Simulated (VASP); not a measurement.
Runs of VASP 6.6.1 on AlZn. The structure is that of space group P-6m2 (No. 187), or close to it. The cells are those of the table. 

```csv
task,cell,k mesh,cutoff (eV),gap on the mesh (eV),pressure (GPa)
single point,"a = 2.811, b = 2.811, c = 4.715 Å, angles 90.0, 90.0, 120.0°, 2 atoms",24 × 24 × 12,520,none,0.2
relaxation of cell and atoms,"relaxed from a = 3.146, b = 3.146, c = 3.068 Å, angles 90.0, 90.0, 120.0°, 2 atoms",6 × 6 × 6,600,none,0.0
single point,"a = 3.146, b = 3.146, c = 3.068 Å, angles 90.0, 90.0, 120.0°, 2 atoms",6 × 6 × 6,520,none,(a)
single point,"a = 2.819, b = 2.819, c = 4.685 Å, angles 90.0, 90.0, 120.0°, 2 atoms",18 × 18 × 16,520,none,0.2
single point,"a = 3.471, b = 3.471, c = 3.508 Å, angles 90.0, 90.0, 120.0°, 2 atoms",6 × 6 × 6,520,none,0.1
```

Alike in all rows: level PBE; potentials or basis VASP PAW PBE potentials, release 64 (Al, Zn); no spin polarisation; smearing gaussian 0.1 eV.

**Question.** Estimate the missing entries.

**Answer.** (a) 38.8.

Caveats: some runs use coarse meshes.

A gap of «none» marks levels without a gap at the run's occupations.
